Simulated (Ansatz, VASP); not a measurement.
## CsI in VASP and in Ansatz

File INCAR:

```
PREC = Accurate
ENCUT = 500
EDIFF = 1E-6
ISMEAR = 0
SIGMA = 0.05
LREAL = False
LASPH = True
NELM = 120
ALGO = Normal
ISIF = 2
LWAVE = False
LCHARG = False
GGA = PE
NBANDS = 15
GGA_COMPAT = False
```

KPOINTS

```
regular mesh
0
Gamma
  8 8 8
```

The input POSCAR:

```
CsI
1.0
    4.6654673611      0.0699820104      0.0000000000
    0.0699820104      4.6654673611      0.0000000000
    0.0000000000      0.0000000000      4.6654673611
Cs I
1 1
Direct
    0.0000000000      0.0000000000      0.0000000000
    0.5000000000      0.5000000000      0.5000000000
```

Input for Ansatz:

```yaml
crystal:
  lattice:
    - [4.6654671083, 0.0699820066, 0.0]
    - [0.0699820066, 4.6654671083, 0.0]
    - [0.0, 0.0, 4.6654671083]
  atoms:
    - { symbol: Cs, position: [0.0, 0.0, 0.0] }
    - { symbol: I, position: [0.5, 0.5, 0.5] }
basis:
  ecutwfc: 420
  ecutrho_ratio: 4
kpoints:
  mp_grid: { grid: [8, 8, 8] }
hamiltonian:
  xc: pbe
scf:
  occupations: { method: gaussian, width: 0.05 }
output:
  forces: true
  stress: true
  eigenvalues: true
```

Change from the starting cell: strain e6 = +0.03, atoms carried along.

Alike in both runs: task single point; functional PBE; k mesh 8 × 8 × 8; occupations gaussian, width 0.05 eV; no spin polarisation.

|  | VASP | Ansatz |
| --- | --- | --- |
| version | VASP 6.6.1 | Ansatz 0.2.0 |
| potentials or method | VASP PAW PBE potentials, release 64 (Cs_sv, I), cutoff 500 eV | scalar-relativistic, plane waves, PAW |
| valence electrons in the cell | 16 | 26 |

Ansatz gave:

| Property | Result |
| --- | --- |
| gap on the k mesh at the Fermi level (eV) | 3.69 |
| least direct gap on the mesh (eV) | 3.78 |
| pressure (GPa) | 0.0 |
| traceless stress, the component that is largest in VASP (GPa) | -0.12 |

Question: Which values does VASP return?

Answer: gap on the k mesh at the Fermi level (eV): 3.68; least direct gap on the mesh (eV): 3.77; pressure (GPa): 0.0; traceless stress, the component that is largest in VASP (GPa): -0.13.

VASP's potentials hold 16 valence electrons a cell and Ansatz's 26, so a difference there can come from the potentials and not from the codes.

Neither program's run includes spin-orbit coupling.
